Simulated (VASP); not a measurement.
# CoO in VASP: a series of runs

The runs below take CoO through single point, with PBE, LDA.

Program: VASP 6.6.1. These are calculated values, not measurements. Logs are shortened: lines on timing, memory, paths and dates and some standing lists are left out, and cuts for length are marked.

### 1 The cell of the first run

Symmetry: I4/mmm, No. 139, tetragonal system. The conventional cell has a = 3.016 Å, b = 3.016 Å, c = 4.215 Å, α = 90.00°, β = 90.00°, γ = 90.00°. Co (site symmetry 4/mmm) has 6 O at 2.11 to 2.13 Å within 2.8 Å. O (site symmetry 4/mmm) has 6 Co at 2.11 to 2.13 Å within 2.8 Å.

### 2 Single point, PBE, collinear spin, ferromagnetic start

File INCAR:

```
PREC = Accurate
ENCUT = 520
EDIFF = 1E-6
ISMEAR = -1
SIGMA = 0.05
LREAL = F
LASPH = T
NELM = 150
ALGO = Normal
ISIF = 2
LWAVE = F
LCHARG = T
ISPIN = 2
MAGMOM = 2 0
LORBIT = 11
LMAXMIX = 4
GGA = PE
LELF = T
LVHAR = T
NBANDS = 18
```

File KPOINTS:

```
Automatic mesh
0
Gamma
  4 4 4
```

File POSCAR:

```
CoO
1.0
   -1.5080004400      1.5080004400      2.1072503600
    1.5080004400     -1.5080004400      2.1072503600
    1.5080004400      1.5080004400     -2.1072503600
Co O
1 1
Direct
    0.0000000000      0.0000000000      0.0000000000
    0.5000000000      0.5000000000      0.0000000000
```

Potentials or basis: VASP PAW PBE potentials, release 64 (Co, O).

On the command line:

```console
$ cat potpaw_PBE.64/Co/POTCAR potpaw_PBE.64/O/POTCAR > POTCAR
$ mpirun -np 1 vasp_std > vasp.out
```

OUTCAR:

```text
PREC = Accurate
   ENCUT = 520
   EDIFF = 1E-6
   ISMEAR = -1
   LREAL = F
   LASPH = T
   NELM = 150
   ISIF = 2
   ISPIN = 2
   LORBIT = 11
   GGA = PE

 ion  position               nearest neighbor table
   1  0.000  0.000  0.000-   2 2.11   2 2.11   2 2.13   2 2.13   2 2.13   2 2.13
   2  0.500  0.500  0.000-   1 2.11   1 2.11   1 2.13   1 2.13   1 2.13   1 2.13

  LATTYP: Found a body centered tetragonal cell.
 ALAT       =     3.0160008800
 C/A-ratio  =     1.3973804676

  Lattice vectors:

 A1 = (  -1.5080004400,   1.5080004400,   2.1072503600)
 A2 = (   1.5080004400,  -1.5080004400,   2.1072503600)
 A3 = (   1.5080004400,   1.5080004400,  -2.1072503600)

Analysis of symmetry for initial positions (statically):
=====================================================================
 Subroutine PRICEL returns:
 Original cell was already a primitive cell.

 Routine SETGRP: Setting up the symmetry group for a
 body centered tetragonal supercell.

 Subroutine GETGRP returns: Found 16 space group operations
 (whereof 16 operations were pure point group operations)
 out of a pool of 16 trial point group operations.

The static configuration has the point symmetry D_4h.

Analysis of symmetry for dynamics (positions and initial velocities):
=====================================================================
 Subroutine PRICEL returns:
 Original cell was already a primitive cell.

 Routine SETGRP: Setting up the symmetry group for a
 body centered tetragonal supercell.

 Subroutine GETGRP returns: Found 16 space group operations
 (whereof 16 operations were pure point group operations)
 out of a pool of 16 trial point group operations.

The dynamic configuration has the point symmetry D_4h.

Analysis of structural, dynamic, and magnetic symmetry:
=====================================================================
 Subroutine PRICEL returns:
 Original cell was already a primitive cell.

 Routine SETGRP: Setting up the symmetry group for a
 body centered tetragonal supercell.

 Subroutine GETGRP returns: Found 16 space group operations
 (whereof 16 operations were pure point group operations)
 out of a pool of 16 trial point group operations.

The overall configuration has the point symmetry D_4h.

 Subroutine INISYM returns: Found 16 space group operations
 (whereof 16 operations are pure point group operations),
 and found     1 'primitive' translations

----------------------------------------------------------------------------------------

                                     Primitive cell

  volume of cell :      19.1681

  direct lattice vectors                    reciprocal lattice vectors
    -1.508000440  1.508000440  2.107250360     0.000000000  0.331564890  0.237276030
     1.508000440 -1.508000440  2.107250360     0.331564890  0.000000000  0.237276030
     1.508000440  1.508000440 -2.107250360     0.331564890  0.331564890  0.000000000

  length of vectors
     2.998105191  2.998105191  2.998105191     0.407719500  0.407719500  0.468903564

  position of ions in fractional coordinates (direct lattice)
     0.000000000  0.000000000  0.000000000
     0.500000000  0.500000000  0.000000000

  ion indices of the primitive-cell ions
   primitive index   ion index
                 1           1
                 2           2

----------------------------------------------------------------------------------------

 KPOINTS: Automatic mesh

Automatic generation of k-mesh.
 Grid dimensions read from file:
 generate k-points for:    4    4    4

 Generating k-lattice:

  Cartesian coordinates                     Fractional coordinates (reciprocal lattice)
     0.000000000  0.082891222  0.059319008     0.250000000  0.000000000  0.000000000
     0.082891222  0.000000000  0.059319008     0.000000000  0.250000000  0.000000000
     0.082891222  0.082891222  0.000000000     0.000000000  0.000000000  0.250000000

  Length of vectors
     0.101929875  0.101929875  0.117225891

  Shift w.r.t. Gamma in fractional coordinates (k-lattice)
     0.000000000  0.000000000  0.000000000

 Subroutine IBZKPT returns following result:
 ===========================================

 Found     13 irreducible k-points:

 Following reciprocal coordinates:
            Coordinates               Weight
  0.000000  0.000000  0.000000      1.000000
  0.250000 -0.000000  0.000000      8.000000
  0.500000 -0.000000  0.000000      4.000000
  0.250000  0.250000  0.000000      8.000000
  0.500000  0.250000  0.000000     16.000000
 -0.250000  0.250000  0.000000      4.000000
  0.500000  0.500000  0.000000      2.000000
  0.250000  0.250000  0.250000      2.000000
 -0.250000  0.250000  0.250000      4.000000
  0.500000  0.500000  0.250000      4.000000
 -0.250000  0.500000  0.250000      8.000000
 -0.250000 -0.250000  0.250000      2.000000
  0.500000  0.500000  0.500000      1.000000
   k-points           NKPTS =     13   k-points in BZ     NKDIM =     13   number of bands    NBANDS=     18
   number of dos      NEDOS =    301   number of ions     NIONS =      2
   total plane-waves  NPLWV =  13824
   dimension x,y,z NGX =    24 NGY =   24 NGZ =   24
   dimension x,y,z NGXF=    48 NGYF=   48 NGZF=   48
   ions per type =               1   1
   NGX,Y,Z   is equivalent  to a cutoff of  13.31, 13.31, 13.31 a.u.
   NGXF,Y,Z  is equivalent  to a cutoff of  26.62, 26.62, 26.62 a.u.
 SYSTEM =  unknown system
   PREC   = accura    normal or accurate (medium, high low for compatibility)
   ISTART =      0    job   : 0-new  1-cont  2-samecut
   ICHARG =      2    charge: 1-file 2-atom 10-const
   ISPIN  =      2    spin polarized calculation?
   LNONCOLLINEAR =      F non collinear calculations
   LSORBIT =      F    spin-orbit coupling
   LASPH  =      T    aspherical Exc in radial PAW
   ENCUT  =  520.0 eV  38.22 Ry    6.18 a.u.   5.57  5.57  5.57*2*pi/ulx,y,z
   NELM   =    150;   NELMIN=  2; NELMDL= -5     # of ELM steps
   EDIFF  = 0.1E-05   stopping-criterion for ELM
   LREAL  =      F    real-space projection
   EDIFFG = 0.1E-04   stopping-criterion for IOM
   NSW    =      0    number of steps for IOM
   IBRION =     -1    ionic relax: 0-MD 1-quasi-New 2-CG
   NFREE  =      0    steps in history (QN), initial steepest desc. (CG)
   ISIF   =      2    stress and relaxation
   ISYM   =      2    0-nonsym 1-usesym 2-fastsym
   POTIM  = 0.5000    time-step for ionic-motion
   TEBEG  =    0.0;   TEEND  =   0.0 temperature during run
   PSTRESS=    0.0 pullay stress
   NELECT =      15.0000    total number of electrons
   NUPDOWN=      -1.0000    fix difference up-down
   EMIN   =  10.00;   EMAX   =-10.00  energy-range for DOS
   EFERMI =   0.00;   METHOD = LEGACY
   ISMEAR =    -1;   SIGMA  =   0.05  broadening in eV -4-tet -1-fermi 0-gaus
   EFERMI_NEDOS =   21; number of points for ismear=-14 and -15
   IALGO  =     38    algorithm
   IMIX   =      4    mixing-type and parameters
     AMIX     =   0.40;   BMIX     =  1.00
     AMIX_MAG =   1.60;   BMIX_MAG =  1.00
  volume/ion in A,a.u.               =       9.58        64.68
  Fermi-wavevector in a.u.,A,eV,Ry     =   1.508617  2.850872 30.965828  2.275924
  Thomas-Fermi vector in A             =   2.619047
   LORBIT       =     11    0 simple, 1 ext, 2 COOP (PROOUT), +10 PAW based schemes
   GGA     = PE    functional components
   LHFCALC =     F    Hartree Fock is set to
   AEXX    =    0.0000 exact exchange contribution
   IVDW    =     0    specifies the selected vdW correction
   LEPSILON=     F    determine dielectric tensor
   LRPA    =     F    only Hartree local field effects (RPA)
 spin polarized calculation
  energy-cutoff  :      520.00
  volume of cell :       19.17
 maximum number of plane-waves:       531
 NGX is ok and might be reduce to    24
   NGX = 11   NGY = 11   NGZ = 11

 number of electron      15.0000006 magnetization       2.3945322

 Free energy of the ion-electron system (eV)
  ---------------------------------------------------
  ext. energy  EPLUGINS =         0.00000000
  ---------------------------------------------------
  free energy    TOTEN  =       -13.08282073 eV

  energy without entropy =      -13.04341003  energy(sigma->0) =      -13.06311538

 E-fermi :   8.0367     XC(G=0): -12.4561

 val. band max:        8.0191156264   @ k =   0.0000   0.0000   0.0000
 cond. band min:       8.0839382098   @ k =   0.0000   0.0000   0.0000
 fundamental gap:      0.0648225833
 Fermi energy:         8.0367264370

 spin component 1

 k-point     1 :       0.0000    0.0000    0.0000
  band No.  band energies     occupation
      1     -12.2936      1.00000
      2       4.7804      1.00000
      3       4.8248      1.00000
      4       4.8248      1.00000
      5       5.0414      1.00000
      6       5.0582      1.00000
[... 10 lines left out ...]
     17      30.0024      0.00000
     18      32.8657      0.00000
[... 232 lines left out ...]
 k-point    13 :       0.5000    0.5000    0.5000
  band No.  band energies     occupation
      1     -11.0194      1.00000
      2       1.1529      1.00000
      3       3.5752      1.00000
      4       3.5752      1.00000
      5       4.4404      1.00000
      6       5.4399      1.00000
[... 10 lines left out ...]
     17      39.3502      0.00000
     18      39.4111      0.00000
 Fermi energy:         8.0367264370

 spin component 2

 k-point     1 :       0.0000    0.0000    0.0000
  band No.  band energies     occupation
      1     -12.0165      1.00000
      2       5.0738      1.00000
      3       5.1249      1.00000
      4       5.1249      1.00000
      5       6.8739      1.00000
      6       6.8740      1.00000
[... 10 lines left out ...]
     17      30.8557      0.00000
     18      33.6322      0.00000
[... 232 lines left out ...]
 k-point    13 :       0.5000    0.5000    0.5000
  band No.  band energies     occupation
      1     -10.6975      1.00000
      2       1.4005      1.00000
      3       3.8687      1.00000
      4       3.8687      1.00000
      5       5.7435      1.00000
      6       8.1285      0.13759
[... 10 lines left out ...]
     17      39.4203      0.00000
     18      39.4203      0.00000

------------------------ aborting loop because EDIFF is reached ----------------------------------------

  FORCE on cell =-STRESS in cart. coord.  units (eV):
  Direction    XX          YY          ZZ          XY          YZ          ZX
  --------------------------------------------------------------------------------------
  -------------------------------------------------------------------------------------
  Total       -0.6654107     -0.6654107     -0.6178685      0.0000000      0.0000000     -0.0000000
  in kB      -55.6187580    -55.6187580    -51.6449165      0.0000000      0.0000000     -0.0000000
  external PRESSURE =     -54.2941441 kB  Pullay stress =       0.0000000 kB

 VOLUME and BASIS-vectors are now :
 -----------------------------------------------------------------------------
  energy-cutoff  :      520.00
  volume of cell :       19.17
      direct lattice vectors                 reciprocal lattice vectors
    -1.508000440  1.508000440  2.107250360     0.000000000  0.331564890  0.237276030
     1.508000440 -1.508000440  2.107250360     0.331564890  0.000000000  0.237276030
     1.508000440  1.508000440 -2.107250360     0.331564890  0.331564890  0.000000000

 POSITION                                       TOTAL-FORCE (eV/Angst)
 -----------------------------------------------------------------------------------
      0.00000      0.00000      0.00000        -0.000000     -0.000000     -0.000000
      0.00000      0.00000      2.10725         0.000000      0.000000      0.000000
 -----------------------------------------------------------------------------------
    total drift:                               -0.000000      0.000000     -0.000000

  FREE ENERGIE OF THE ION-ELECTRON SYSTEM (eV)
  ---------------------------------------------------
  free  energy   TOTEN  =       -13.0828207279 eV

  energy  without entropy=      -13.0434100348  energy(sigma->0) =      -13.06311538

 total charge

# of ion       s       p       d       tot
------------------------------------------
    1        0.290   0.356   7.192   7.838
    2        1.559   3.407   0.000   4.966
--------------------------------------------------
tot          1.848   3.763   7.192  12.804

 magnetization (x)

# of ion       s       p       d       tot
------------------------------------------
    1        0.022   0.018   2.167   2.208
    2        0.026   0.124   0.000   0.150
--------------------------------------------------
tot          0.048   0.142   2.167   2.357
```

It took 11 s on 1 thread of AMD EPYC 9R45 (Zen 5), shared host; peak memory 0.12 GiB.

Results:

```
Free energy                                           : -13.0828 eV
Pressure                                              : -5.4 GPa
Net moment                                            : 2.39 μB per cell
Site moments                                          : Co +2.21; O +0.15 μB
Valence electrons inside the program's atomic spheres : Co 7.84; O 4.97
```

Stress tensor (GPa, compression positive):
```
-5.56  0.00  0.00
 0.00 -5.56  0.00
 0.00  0.00 -5.16
```

Caveat: the k points lie up to 0.64 Å⁻¹ apart; a cell with one magnetic atom can't hold antiferromagnetic order, which such compounds often take; semilocal functionals often make such compounds metallic where correlation or magnetic order opens a gap, which also shifts bond lengths.

(Continued in part 2 of 3.)
